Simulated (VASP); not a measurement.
Wanted: the native input for a VASP 6.6.1 run.

```
Task                   : single point
Functional             : r2SCAN
Potentials or basis    : VASP PAW PBE potentials, release 64 (Ti_sv, C)
Cutoff                 : 520 eV
k mesh                 : 8 × 8 × 8
Occupations            : gaussian, width 0.1 eV
Spin                   : no spin polarisation
Dipole correction      : no
Further INCAR settings : ALGO = Normal; EDIFF = 1e-06; NBANDS = 68
```

Crystal: Ti2C.

```
Ti C
1.0
     0.00000    4.31017    4.31017
     4.31017    0.00000    4.31017
     4.31017    4.31017    0.00000
Ti C
8 4
Cartesian
  3.2871 5.3333 5.3333
  3.2871 3.2871 3.2871
  5.3333 5.3333 3.2871
  5.4421 7.4883 5.4421
  7.4883 7.4883 7.4883
  7.4883 5.4421 5.4421
  5.4421 5.4421 7.4883
  5.3333 3.2871 5.3333
  5.3877 5.3877 5.3877
  5.3877 3.2326 3.2326
  3.2326 3.2326 5.3877
  3.2326 5.3877 3.2326
```

One way to write it, as run:

POSCAR

```
Ti2C
1.0
    0.0000000000      4.3101661695      4.3101661695
    4.3101661695      0.0000000000      4.3101661695
    4.3101661695      4.3101661695      0.0000000000
Ti C
8 4
Direct
    0.8560534348      0.3813155217      0.3813155217
    0.3813155217      0.3813155217      0.3813155217
    0.3813155217      0.3813155217      0.8560534348
    0.8686844783      0.3939465652      0.8686844783
    0.8686844783      0.8686844783      0.8686844783
    0.3939465652      0.8686844783      0.8686844783
    0.8686844783      0.8686844783      0.3939465652
    0.3813155217      0.8560534348      0.3813155217
    0.6250000000      0.6250000000      0.6250000000
    0.1250000000      0.6250000000      0.6250000000
    0.6250000000      0.6250000000      0.1250000000
    0.6250000000      0.1250000000      0.6250000000
```

INCAR.step1

```
ALGO = Normal
EDIFF = 1E-4
ENCUT = 520
GGA = PE
ISMEAR = 0
LASPH = True
LCHARG = False
LREAL = False
LWAVE = True
NBANDS = 68
NELM = 80
PREC = Accurate
SIGMA = 0.1
```

INCAR.step2

```
ALGO = Normal
EDIFF = 1E-6
ENCUT = 520
ISIF = 2
ISMEAR = 0
ISTART = 1
LASPH = True
LCHARG = False
LMIXTAU = True
LREAL = False
LWAVE = False
METAGGA = R2SCAN
NBANDS = 68
NELM = 80
PREC = Accurate
SIGMA = 0.1
```

KPOINTS

```
k-points
0
Gamma
  8 8 8
```

Potentials or basis: VASP PAW PBE potentials, release 64 (Ti_sv, C).

The run is started by

```bash
$ cat potpaw_PBE.64/Ti_sv/POTCAR potpaw_PBE.64/C/POTCAR > POTCAR
$ cp INCAR.step1 INCAR
$ mpirun -np 1 vasp_std > vasp.out
$ cp INCAR.step2 INCAR
$ mpirun -np 1 vasp_std > vasp.out
```

It gave:

- Pressure: 0.7 GPa
- Largest force: 0.092 eV/Å
- Band gap on the k mesh: zero (band 56 reaches 8.42 eV, above the bottom of band 57 at 8.18 eV)

Caveat: the PAW data sets were made with another functional, which shifts forces and pressure a little.

Wall time 14 min on 1 thread of Intel(R) Xeon(R) 6975P-C (Granite Rapids), on a shared host, peak memory 0.48 GiB.
